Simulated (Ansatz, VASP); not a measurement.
C in VASP and in Ansatz

POSCAR

```
C
1.0
    0.0000000000      1.7801505364      1.7801505364
    1.7801505364      0.0000000000      1.7801505364
    1.7801505364      1.7801505364      0.0000000000
C
2
Direct
    0.0000000000      0.0000000000      0.0000000000
    0.2500000000      0.2500000000      0.2500000000
```

File INCAR.step1:

```
  PREC = Accurate
  ENCUT = 660
  ISMEAR = 0
  SIGMA = 0.02
  LREAL = F
  LASPH = T
  NELM = 120
  NBANDS = 11
  GGA = PE
  ALGO = Normal
  EDIFF = 1E-5
  LWAVE = T
  LCHARG = F
  GGA_COMPAT = F
```

The input INCAR.step2:

```
  PREC = Accurate
  ENCUT = 660
  EDIFF = 1E-6
  ISMEAR = 0
  SIGMA = 0.02
  LREAL = F
  LASPH = T
  NELM = 120
  ALGO = Normal
  ISIF = 2
  LWAVE = F
  LCHARG = F
  METAGGA = R2SCAN
  LMIXTAU = T
  NBANDS = 11
  ISTART = 1
  GGA_COMPAT = F
```

File KPOINTS:

```
regular mesh
0
Gamma
  12 12 12
```

Input for Ansatz:

```yaml
crystal:
  lattice:
    - [0.0, 1.7801505364, 1.7801505364]
    - [1.7801505364, 0.0, 1.7801505364]
    - [1.7801505364, 1.7801505364, 0.0]
  atoms:
    - { symbol: C, position: [0.0, 0.0, 0.0] }
    - { symbol: C, position: [0.25, 0.25, 0.25] }
basis:
  ecutwfc: 500
kpoints:
  mp_grid: { grid: [12, 12, 12] }
  band_path:
    path:
      - [[0.0, 0.0, 0.0], [0.5, 0.0, 0.5], [0.625, 0.25, 0.625]]
      - [[0.375, 0.375, 0.75], [0.0, 0.0, 0.0], [0.5, 0.5, 0.5], [0.5, 0.25, 0.75], [0.5, 0.0, 0.5]]
    npoints: 10
hamiltonian:
  xc: r2scan
scf:
  occupations: { method: gaussian, width: 0.02 }
  n_extra_bands: 7
output:
  forces: true
  stress: true
  eigenvalues: true
```

Alike in both runs: task single point; functional r2SCAN; k mesh 12 × 12 × 12; occupations gaussian, width 0.02 eV; no spin polarisation.

|  | VASP | Ansatz |
| --- | --- | --- |
| version | VASP 6.6.1 | Ansatz 0.2.0 |
| potentials or method | VASP PAW PBE potentials, release 64 (C), cutoff 660 eV | scalar-relativistic, plane waves, PAW |
| valence electrons in the cell | 8 | 8 |

VASP gave:

* gap on the k mesh at the Fermi level (eV): 4.36
* least direct gap on the mesh (eV): 5.85
* pressure (GPa): 0.1

Problem. Which values does Ansatz return?

Solution. gap on the k mesh at the Fermi level (eV): 4.39; least direct gap on the mesh (eV): 5.90; pressure (GPa): 0.0.

VASP's potentials were made for PBE, not for r2SCAN.
